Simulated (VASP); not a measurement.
Runs of VASP 6.6.1 on CO2. The structure is that of space group P4_2/mnm (No. 136), or close to it. The cells are those of the table. 

| cell | k mesh | smearing | gap on the mesh (eV) | pressure (GPa) | largest force (eV/Å) |
| --- | --- | --- | --- | --- | --- |
| a = 4.364, b = 4.364, c = 4.646 Å, 6 atoms | 6 × 6 × 6 | gaussian 0.02 eV | 7.27 | (d) | 0.79 |
| a = 4.318, b = 4.318, c = 4.602 Å, 6 atoms | 6 × 6 × 6 | gaussian 0.02 eV | 7.28 | 2.2 | 0.79 |
| a = 4.499, b = 4.499, c = 4.633 Å, 6 atoms | 6 × 6 × 6 | gaussian 0.02 eV | 7.29 | 1.5 | 0.80 |
| a = 4.268, b = 4.268, c = 4.564 Å, 6 atoms | 6 × 6 × 6 | gaussian 0.02 eV | 7.29 | 2.5 | 0.80 |
| a = 4.409, b = 4.409, c = 4.686 Å, 6 atoms | 6 × 6 × 6 | gaussian 0.02 eV | (c) | 1.6 | 0.79 |
| a = 4.227, b = 4.227, c = 4.688 Å, 6 atoms | 4 × 4 × 4 | gaussian 0.1 eV | (b) | 0.2 | (a) |

Alike in all rows: task single point; level r2SCAN; potentials or basis VASP PAW PBE potentials, release 64 (C, O); no spin polarisation; cutoff (eV) 520.

Question: Fill in the values left out.

Answer: (a) 0.04; (b) 7.16; (c) 7.26; (d) 1.9.

Caveats: the PAW data sets were made with another functional, which shifts forces and pressure a little.

A k mesh can miss the band edges.
